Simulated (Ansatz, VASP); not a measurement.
One calculation of SrGaGe, two programs

```
Sr Ga Ge
1.0
     4.26941    0.00000    0.00000
    -2.13470    3.69741    0.00000
     0.00000    0.00000    4.71169
Sr Ga Ge
1 1 1
Direct
  0.00000 0.00000 0.00000
  0.33333 0.66667 0.50000
  0.66667 0.33333 0.50000
```

Alike in both runs: task single point; functional PBEsol; k mesh 8 × 8 × 7; occupations fermi-dirac, width 0.05 eV; no spin polarisation.

```csv
,VASP,Ansatz
version,VASP 6.6.1,Ansatz 0.2.0
potentials or method,"VASP PAW PBE potentials, release 64 (Sr_sv, Ga_d, Ge_d), cutoff 520 eV","all-electron LAPW, scalar-relativistic"
```

|  | VASP | Ansatz | Ansatz less VASP |
| --- | --- | --- | --- |
| pressure (GPa) | -1.0 | -1.0 | -0.08 |
| traceless stress, the component that is largest in VASP (GPa) | -0.51 | -0.54 | -0.030 |

VASP's potentials were made for PBE, not for PBEsol. Ansatz ran all-electron here, and VASP with PAW potentials.
